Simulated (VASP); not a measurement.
Here is a VASP 6.6.1 calculation.

The input INCAR:

```
SYSTEM = GaP
PREC = Accurate
ENCUT = 500
EDIFF = 1E-6
ISMEAR = 0
SIGMA = 0.05
LREAL = .FALSE.
LASPH = .TRUE.
NELM = 120
ALGO = Normal
ISIF = 2
LWAVE = .FALSE.
LCHARG = .TRUE.
GGA = PE
LELF = .TRUE.
LVHAR = .TRUE.
NBANDS = 16
GGA_COMPAT = .FALSE.
```

Contents of KPOINTS:

```
Automatic mesh
0
G
  6 6 6
  0 0 0
```

Contents of POSCAR:

```
GaP
1.0
    0.0000000000      2.7252500000      2.7252500000
    2.7252500000      0.0000000000      2.7252500000
    2.7252500000      2.7252500000      0.0000000000
Ga P
1 1
Direct
    0.0000000000      0.0000000000      0.0000000000
    0.2500000000      0.2500000000      0.2500000000
```

Potentials or basis: VASP PAW PBE potentials, release 64 (Ga_d, P).

Command:

```bash
$ cat potpaw_PBE.64/Ga_d/POTCAR potpaw_PBE.64/P/POTCAR > POTCAR
$ mpirun -np 1 vasp_std > vasp.out
```

Question: Estimate the band gap on the k mesh.

Answer: 1.65 eV, indirect (least direct gap 1.82 eV).

Question: What does it give for the pressure?

Answer: 2.4 GPa.

**Experimental background.**

From “Stacking defects in GaP nanowires: Electronic structure and optical properties”, 2018, arxiv:1810.01194, for a bulk crystal of GaP at 10 K: band gap 2.34 eV (indirect).

Measured gap of GaP: 2.34 eV (indirect; 10 K; quoted in “Stacking defects in GaP nanowires: Electronic structure and optical properties”, 2018, arxiv:1810.01194). This calculation gives 1.65 eV (-0.69 eV). Spin-orbit coupling on Ga is left out. The value is that of PBE on a finite k mesh, which can miss the band edges, without temperature or zero-point motion. Semilocal functionals fall short of measured gaps as a rule.
